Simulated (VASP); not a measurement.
# GaAs in VASP: further runs

GaAs is run at these levels: PBE; tasks: relaxation of the atoms.

Everything below comes from runs of VASP 6.6.1. Logs are shortened: lines on timing, memory, paths and dates and some standing lists are left out, and cuts for length are marked.

### Step 1. The cell of the first run

Symmetry: F-43m, No. 216, cubic system. The conventional cell has a = 5.577 Å, b = 5.577 Å, c = 5.577 Å, α = 90.00°, β = 90.00°, γ = 90.00°. Ga (site symmetry -43m) has 4 As at 2.42 Å within 3.2 Å. Within 3.2 Å of As (site symmetry -43m) lie 4 Ga at 2.42 Å.

### Step 2. Relaxation of the atoms, PBE (21.69 Å³/atom)

INCAR reads:

```
SYSTEM = GaAs
ALGO = Normal ; EDIFF = 1E-6
EDIFFG = -0.02 ; ENCUT = 520
GGA = PE ; IBRION = 2
ISIF = 2 ; ISMEAR = -1
LASPH = .True. ; LCHARG = .False.
LREAL = .False. ; LWAVE = .False.
NELM = 100 ; NSW = 80
PREC = Accurate ; SIGMA = 0.02
```

KPOINTS reads:

```
k-points
0
Gamma
  13 13 13
  0 0 0
```

POSCAR reads:

```
GaAs
1.0
    0.0000000000      2.7886446409      2.7886446409
    2.7886446409      0.0000000000      2.7886446409
    2.7886446409      2.7886446409      0.0000000000
Ga As
1 1
Direct
    0.0000000000      0.0000000000      0.0000000000
    0.2500000000      0.2500000000      0.2500000000
```

Potentials or basis: VASP PAW PBE potentials, release 64 (Ga_d, As).

Run with:

```console
cat potpaw_PBE.64/Ga_d/POTCAR potpaw_PBE.64/As/POTCAR > POTCAR
mpirun -np 1 vasp_std > vasp.out
```

OUTCAR:

```text
SYSTEM = GaAs
   EDIFF = 1E-6
   EDIFFG = -0.02
   ENCUT = 520
   GGA = PE
   IBRION = 2
   ISIF = 2
   ISMEAR = -1
   LASPH = .True.
   LREAL = .False.
   NELM = 100
   NSW = 80
   PREC = Accurate

 ion  position               nearest neighbor table
   1  0.000  0.000  0.000-   2 2.42   2 2.42   2 2.42   2 2.42
   2  0.250  0.250  0.250-   1 2.42   1 2.42   1 2.42   1 2.42

  LATTYP: Found a face centered cubic cell.
 ALAT       =     5.5772892818

  Lattice vectors:

 A1 = (   0.0000000000,   2.7886446409,   2.7886446409)
 A2 = (   2.7886446409,   0.0000000000,   2.7886446409)
 A3 = (   2.7886446409,   2.7886446409,   0.0000000000)

Analysis of symmetry for initial positions (statically):
=====================================================================
 Subroutine PRICEL returns:
 Original cell was already a primitive cell.

 Routine SETGRP: Setting up the symmetry group for a
 face centered cubic supercell.

 Subroutine GETGRP returns: Found 24 space group operations
 (whereof 24 operations were pure point group operations)
 out of a pool of 48 trial point group operations.

The static configuration has the point symmetry T_d .

Analysis of symmetry for dynamics (positions and initial velocities):
=====================================================================
 Subroutine PRICEL returns:
 Original cell was already a primitive cell.

 Routine SETGRP: Setting up the symmetry group for a
 face centered cubic supercell.

 Subroutine GETGRP returns: Found 24 space group operations
 (whereof 24 operations were pure point group operations)
 out of a pool of 48 trial point group operations.

The dynamic configuration has the point symmetry T_d .

 Subroutine INISYM returns: Found 24 space group operations
 (whereof 24 operations are pure point group operations),
 and found     1 'primitive' translations

----------------------------------------------------------------------------------------

                                     Primitive cell

  volume of cell :      43.3720

  direct lattice vectors                    reciprocal lattice vectors
     0.000000000  2.788644641  2.788644641    -0.179298571  0.179298571  0.179298571
     2.788644641  0.000000000  2.788644641     0.179298571 -0.179298571  0.179298571
     2.788644641  2.788644641  0.000000000     0.179298571  0.179298571 -0.179298571

  length of vectors
     3.943739072  3.943739072  3.943739072     0.310554235  0.310554235  0.310554235

  position of ions in fractional coordinates (direct lattice)
     0.000000000  0.000000000  0.000000000
     0.250000000  0.250000000  0.250000000

  ion indices of the primitive-cell ions
   primitive index   ion index
                 1           1
                 2           2

----------------------------------------------------------------------------------------

 KPOINTS: k-points

Automatic generation of k-mesh.
 Grid dimensions read from file:
 generate k-points for:   13   13   13

 Generating k-lattice:

  Cartesian coordinates                     Fractional coordinates (reciprocal lattice)
    -0.013792198  0.013792198  0.013792198     0.076923077  0.000000000  0.000000000
     0.013792198 -0.013792198  0.013792198     0.000000000  0.076923077  0.000000000
     0.013792198  0.013792198 -0.013792198     0.000000000  0.000000000  0.076923077

  Length of vectors
     0.023888787  0.023888787  0.023888787

  Shift w.r.t. Gamma in fractional coordinates (k-lattice)
     0.000000000  0.000000000  0.000000000

 Subroutine IBZKPT returns following result:
 ===========================================

 Found     84 irreducible k-points:

 Following reciprocal coordinates:
            Coordinates               Weight
  0.000000  0.000000  0.000000      1.000000
  0.076923  0.000000  0.000000      8.000000
  0.153846  0.000000  0.000000      8.000000
  0.230769  0.000000  0.000000      8.000000
  0.307692  0.000000  0.000000      8.000000
  0.384615  0.000000  0.000000      8.000000
[... 16 lines left out ...]
  0.384615  0.153846  0.000000     24.000000
  0.461538  0.153846  0.000000     24.000000
 [... further k-points ...]
   k-points           NKPTS =     84   k-points in BZ     NKDIM =     84   number of bands    NBANDS=     13
   number of dos      NEDOS =    301   number of ions     NIONS =      2
   total plane-waves  NPLWV =  27000
   dimension x,y,z NGX =    30 NGY =   30 NGZ =   30
   dimension x,y,z NGXF=    60 NGYF=   60 NGZF=   60
   ions per type =               1   1
   NGX,Y,Z   is equivalent  to a cutoff of  12.65, 12.65, 12.65 a.u.
   NGXF,Y,Z  is equivalent  to a cutoff of  25.29, 25.29, 25.29 a.u.
 SYSTEM =  GaAs
   PREC   = accura    normal or accurate (medium, high low for compatibility)
   ISTART =      0    job   : 0-new  1-cont  2-samecut
   ICHARG =      2    charge: 1-file 2-atom 10-const
   ISPIN  =      1    spin polarized calculation?
   LNONCOLLINEAR =      F non collinear calculations
   LSORBIT =      F    spin-orbit coupling
   LASPH  =      T    aspherical Exc in radial PAW
   ENCUT  =  520.0 eV  38.22 Ry    6.18 a.u.   7.33  7.33  7.33*2*pi/ulx,y,z
   NELM   =    100;   NELMIN=  2; NELMDL= -5     # of ELM steps
   EDIFF  = 0.1E-05   stopping-criterion for ELM
   LREAL  =      F    real-space projection
   EDIFFG = -.2E-01   stopping-criterion for IOM
   NSW    =     80    number of steps for IOM
   IBRION =      2    ionic relax: 0-MD 1-quasi-New 2-CG
   NFREE  =      1    steps in history (QN), initial steepest desc. (CG)
   ISIF   =      2    stress and relaxation
   ISYM   =      2    0-nonsym 1-usesym 2-fastsym
   POTIM  = 0.5000    time-step for ionic-motion
   TEBEG  =    0.0;   TEEND  =   0.0 temperature during run
   PSTRESS=    0.0 pullay stress
   NELECT =      18.0000    total number of electrons
   NUPDOWN=      -1.0000    fix difference up-down
   EMIN   =  10.00;   EMAX   =-10.00  energy-range for DOS
   EFERMI =   0.00;   METHOD = LEGACY
   ISMEAR =    -1;   SIGMA  =   0.02  broadening in eV -4-tet -1-fermi 0-gaus
   EFERMI_NEDOS =   21; number of points for ismear=-14 and -15
   IALGO  =     38    algorithm
   IMIX   =      4    mixing-type and parameters
     AMIX     =   0.40;   BMIX     =  1.00
     AMIX_MAG =   1.60;   BMIX_MAG =  1.00
  volume/ion in A,a.u.               =      21.69       146.34
  Fermi-wavevector in a.u.,A,eV,Ry     =   1.221132  2.307604 20.288498  1.491163
  Thomas-Fermi vector in A             =   2.356325
   LORBIT       =      0    0 simple, 1 ext, 2 COOP (PROOUT), +10 PAW based schemes
   GGA     = PE    functional components
   LHFCALC =     F    Hartree Fock is set to
   AEXX    =    0.0000 exact exchange contribution
   IVDW    =     0    specifies the selected vdW correction
   LEPSILON=     F    determine dielectric tensor
   LRPA    =     F    only Hartree local field effects (RPA)
 conjugate gradient relaxation of ions
 non-spin polarized calculation
  energy-cutoff  :      520.00
  volume of cell :       43.37
 maximum number of plane-waves:      1211
 NGX is ok and might be reduce to    30
   NGX = 15   NGY = 15   NGZ = 15

 number of electron      18.0000015 magnetization

 Free energy of the ion-electron system (eV)
  ---------------------------------------------------
  ext. energy  EPLUGINS =         0.00000000
  ---------------------------------------------------
  free energy    TOTEN  =        -8.19397249 eV

  energy without entropy =       -8.19397249  energy(sigma->0) =       -8.19397249

 E-fermi :   4.7408     XC(G=0):  -9.7736

 val. band max:        4.3232165855   @ k =   0.0000   0.0000   0.0000
 cond. band min:       5.1564841996   @ k =   0.0000   0.0000   0.0000
 fundamental gap:      0.8332676142
 Fermi energy:         4.7407973121

 k-point     1 :       0.0000    0.0000    0.0000
  band No.  band energies     occupation
      1     -10.5617      2.00000
      2     -10.5617      2.00000
      3     -10.5617      2.00000
      4     -10.4719      2.00000
      5     -10.4719      2.00000
      6      -8.7042      2.00000
      7       4.3232      2.00000
      8       4.3232      2.00000
      9       4.3232      2.00000
     10       5.1565      0.00000
     11       8.0609      0.00000
     12       8.0609      0.00000
     13       8.0609      0.00000

 k-point     2 :       0.0769    0.0000    0.0000
  band No.  band energies     occupation
      1     -10.5684      2.00000
      2     -10.5601      2.00000
      3     -10.5601      2.00000
      4     -10.4720      2.00000
      5     -10.4720      2.00000
      6      -8.6298      2.00000
      7       3.2718      2.00000
      8       4.2186      2.00000
      9       4.2186      2.00000
     10       5.8623      0.00000
     11       8.2125      0.00000
     12       8.2147      0.00000
     13       8.2147      0.00000

 k-point     3 :       0.1538    0.0000    0.0000
  band No.  band energies     occupation
      1     -10.5858      2.00000
      2     -10.5558      2.00000
      3     -10.5558      2.00000
      4     -10.4721      2.00000
      5     -10.4721      2.00000
      6      -8.4124      2.00000
      7       1.8339      2.00000
      8       3.9664      2.00000
      9       3.9664      2.00000
     10       6.1414      0.00000
     11       8.5716      0.00000
     12       8.5716      0.00000
     13       8.9600      0.00000

 k-point     4 :       0.2308    0.0000    0.0000
  band No.  band energies     occupation
      1     -10.6080      2.00000
      2     -10.5502      2.00000
      3     -10.5502      2.00000
      4     -10.4718      2.00000
      5     -10.4718      2.00000
      6      -8.0693      2.00000
      7       0.4324      2.00000
      8       3.6738      2.00000
      9       3.6738      2.00000
     10       5.9707      0.00000
     11       8.9041      0.00000
     12       8.9041      0.00000
     13      10.1595      0.00000

 k-point     5 :       0.3077    0.0000    0.0000
  band No.  band energies     occupation
      1     -10.6295      2.00000
      2     -10.5451      2.00000
      3     -10.5451      2.00000
      4     -10.4706      2.00000
      5     -10.4706      2.00000
      6      -7.6348      2.00000
      7      -0.8303      2.00000
      8       3.4147      2.00000
      9       3.4147      2.00000
     10       5.7320      0.00000
     11       9.0425      0.00000
     12       9.0425      0.00000
     13      11.4234      0.00000
[... 257 lines left out ...]
 k-point    22 :       0.3077    0.1538    0.0000
  band No.  band energies     occupation
      1     -10.6319      2.00000
      2     -10.5407      2.00000
      3     -10.5382      2.00000
      4     -10.4806      2.00000
      5     -10.4661      2.00000
      6      -7.6940      2.00000
      7      -0.1625      2.00000
      8       2.6003      2.00000
      9       2.7858      2.00000
     10       6.9190      0.00000
     11       8.1040      0.00000
     12      10.0055      0.00000
     13      10.3184      0.00000

 k-point    23 :       0.3846    0.1538    0.0000
  band No.  band energies     occupation
      1     -10.6467      2.00000
      2     -10.5377      2.00000
      3     -10.5339      2.00000
      4     -10.4796      2.00000
      5     -10.4653      2.00000
      6      -7.2561      2.00000
      7      -1.2145      2.00000
      8       2.1817      2.00000
      9       2.6436      2.00000
     10       6.8111      0.00000
     11       8.5746      0.00000
     12      10.2584      0.00000
     13      10.3006      0.00000

 k-point    24 :       0.4615    0.1538    0.0000
  band No.  band energies     occupation
      1     -10.6568      2.00000
      2     -10.5361      2.00000
      3     -10.5317      2.00000
      4     -10.4769      2.00000
      5     -10.4655      2.00000
      6      -6.8406      2.00000
      7      -2.0360      2.00000
      8       1.8360      2.00000
      9       2.6207      2.00000
     10       6.7123      0.00000
     11       8.7357      0.00000
     12      10.1117      0.00000
     13      11.1622      0.00000

 [... further k-points ...]

------------------------ aborting loop because EDIFF is reached ----------------------------------------

  FORCE on cell =-STRESS in cart. coord.  units (eV):
  Direction    XX          YY          ZZ          XY          YZ          ZX
  --------------------------------------------------------------------------------------
  -------------------------------------------------------------------------------------
  Total        1.8655936      1.8655936      1.8655936      0.0000000      0.0000000     -0.0000000
  in kB       68.9156883     68.9156883     68.9156883      0.0000000      0.0000000     -0.0000000
  external PRESSURE =      68.9156883 kB  Pullay stress =       0.0000000 kB

 VOLUME and BASIS-vectors are now :
 -----------------------------------------------------------------------------
  energy-cutoff  :      520.00
  volume of cell :       43.37
      direct lattice vectors                 reciprocal lattice vectors
     0.000000000  2.788644641  2.788644641    -0.179298571  0.179298571  0.179298571
     2.788644641  0.000000000  2.788644641     0.179298571 -0.179298571  0.179298571
     2.788644641  2.788644641  0.000000000     0.179298571  0.179298571 -0.179298571

 POSITION                                       TOTAL-FORCE (eV/Angst)
 -----------------------------------------------------------------------------------
      0.00000      0.00000      0.00000         0.000000      0.000000      0.000000
      1.39432      1.39432      1.39432        -0.000000     -0.000000     -0.000000
 -----------------------------------------------------------------------------------
    total drift:                                0.000001      0.000001      0.000001

  FREE ENERGIE OF THE ION-ELECTRON SYSTEM (eV)
  ---------------------------------------------------
  free  energy   TOTEN  =        -8.1939724860 eV

  energy  without entropy=       -8.1939724859  energy(sigma->0) =       -8.19397249

 reached required accuracy - stopping structural energy minimisation
```

It took 83 s on 1 thread of Intel Xeon 8259CL, shared host; peak memory 0.2 GiB.

What came out:

- Free energy: -8.1940 eV
- Pressure after relaxing: 6.9 GPa
- Band gap on the k mesh: 0.83 eV

Final structure:
```
Ga As
1.0
     0.00000    2.78864    2.78864
     2.78864    0.00000    2.78864
     2.78864    2.78864    0.00000
Ga As
1 1
Direct
  0.00000 0.00000 0.00000
  0.25000 0.25000 0.25000
```

Caveat: the relaxation stopped at its first step, so nothing moved; an odd mesh through Γ misses points on the zone boundary, where band edges can lie.

### Step 3. Relaxation of the atoms, PBE (22.14 Å³/atom)

This run uses another cell than the first one, of 22.14 Å³/atom.

INCAR reads:

```
  PREC = Accurate
  ENCUT = 520
  EDIFF = 1E-6
  ISMEAR = -1
  SIGMA = 0.02
  LREAL = False
  LASPH = True
  NELM = 80
  ALGO = Normal
  ISIF = 2
  LWAVE = False
  LCHARG = False
  GGA = PE
  IBRION = 2
  NSW = 80
  EDIFFG = -0.02
```

KPOINTS reads:

```
regular mesh
0
Gamma
  13 13 13
```

POSCAR reads:

```
GaAs
1.0
    0.0000000000      2.8078772807      2.8078772807
    2.8078772807      0.0000000000      2.8078772807
    2.8078772807      2.8078772807      0.0000000000
Ga As
1 1
Direct
    0.0000000000      0.0000000000      0.0000000000
    0.2500000000      0.2500000000      0.2500000000
```

Potentials or basis: VASP PAW PBE potentials, release 64 (Ga_d, As).

Run with:

```console
cat potpaw_PBE.64/Ga_d/POTCAR potpaw_PBE.64/As/POTCAR > POTCAR
mpirun -np 1 vasp_std > vasp.out
```

Run time: 84 s. Hardware: 1 thread of Intel Xeon 8259CL, shared host; peak memory 0.21 GiB.

The run converged. Its results:

* Free energy: -8.2278 eV
* Pressure after relaxing: 5.1 GPa
* Band gap on the k mesh: 0.67 eV

Final structure:
```yaml
crystal:
  lattice:
    - [0.00000, 2.80788, 2.80788]
    - [2.80788, 0.00000, 2.80788]
    - [2.80788, 2.80788, 0.00000]
  atoms:
    - { symbol: Ga, position: [0.00000, 0.00000, 0.00000] }
    - { symbol: As, position: [0.25000, 0.25000, 0.25000] }
```

Levels at points of the mesh, in eV from the valence-band top:
```
           k point  band 6  band 7  band 8  band 9  band 10  band 11  band 12  band 13
(0.00, 0.00, 0.00)  -12.87    0.00    0.00    0.00     0.67     3.73     3.73     3.73
```

Caveat: the relaxation stopped at its first step, so nothing moved; semilocal functionals underestimate gaps, and a narrow one can read as zero; an odd mesh through Γ misses points on the zone boundary, where band edges can lie.

### Step 4. Relaxation of the atoms, PBE (z stretched by -3 %)

INCAR reads:

```
SYSTEM = GaAs
PREC = Accurate
ENCUT = 520
EDIFF = 1E-7
ISMEAR = -1
SIGMA = 0.02
LREAL = .False.
LASPH = .True.
NELM = 80
ALGO = Normal
ISIF = 2
LWAVE = .False.
LCHARG = .False.
GGA = PE
IBRION = 2
NSW = 80
EDIFFG = -0.02
```

KPOINTS reads:

```
Automatic mesh
0
Gamma
  13 13 13
  0 0 0
```

POSCAR reads:

```
GaAs
1.0
    0.0000000000      2.8268500000      2.7420445000
    2.8268500000      0.0000000000      2.7420445000
    2.8268500000      2.8268500000      0.0000000000
Ga As
1 1
Direct
    0.0000000000      0.0000000000      0.0000000000
    0.2500000000      0.2500000000      0.2500000000
```

Run with:

```console
cat potpaw_PBE.64/Ga_d/POTCAR potpaw_PBE.64/As/POTCAR > POTCAR
mpirun -np 1 vasp_std > vasp.out
```

Run time: 64 s. Hardware: 1 thread of Intel Xeon Platinum 8488C (Sapphire Rapids), shared host; peak memory 0.27 GiB.

The run converged. Its results:

* Free energy: -8.2074 eV
* Pressure after relaxing: 6.0 GPa
* Band gap on the k mesh: 0.63 eV

Stress tensor (GPa, compression positive):
```
5.41 0.00 0.00
0.00 5.41 0.00
0.00 0.00 7.08
```

Final structure:
```yaml
crystal:
  lattice:
    - [0.00000, 2.82685, 2.74204]
    - [2.82685, 0.00000, 2.74204]
    - [2.82685, 2.82685, 0.00000]
  atoms:
    - { symbol: Ga, position: [0.00000, 0.00000, 0.00000] }
    - { symbol: As, position: [0.25000, 0.25000, 0.25000] }
```

Levels at points of the mesh, in eV from the valence-band top:
```
           k point  band 5  band 6  band 7  band 8  band 9  band 10  band 11  band 12  band 13
(0.00, 0.00, 0.00)  -14.89  -13.06   -0.17   -0.17    0.00     0.63     3.57     3.66     3.66
```

Caveat: the cell differs from its parent crystal (z stretched by -3 %); semilocal functionals underestimate gaps, and a narrow one can read as zero.

### Step 5. The runs side by side

| cell | gap on the mesh (eV) | pressure (GPa) |
| --- | --- | --- |
| atoms relaxed from a = 3.944 Å, angles 60.0°, 2 atoms | 0.83 | 6.9 |
| atoms relaxed from a = 3.971 Å, angles 60.0°, 2 atoms | 0.67 | 5.1 |
| atoms relaxed from a = 3.938, b = 3.938, c = 3.998 Å, angles 59.5, 59.5, 61.0°, 2 atoms | 0.63 | 6.0 |

Alike in all rows: task relaxation of the atoms; level PBE; potentials or basis VASP PAW PBE potentials, release 64 (Ga_d, As); no spin polarisation; k mesh 13 × 13 × 13; cutoff (eV) 520; smearing fermi-dirac 0.02 eV.

Caveats: the relaxation stopped at its first step, so nothing moved (at least some runs); an odd mesh through Γ misses points on the zone boundary, where band edges can lie (at least some runs); semilocal functionals underestimate gaps, and a narrow one can read as zero (at least some runs).

Absolute energies hang on the potentials; compare differences alone.
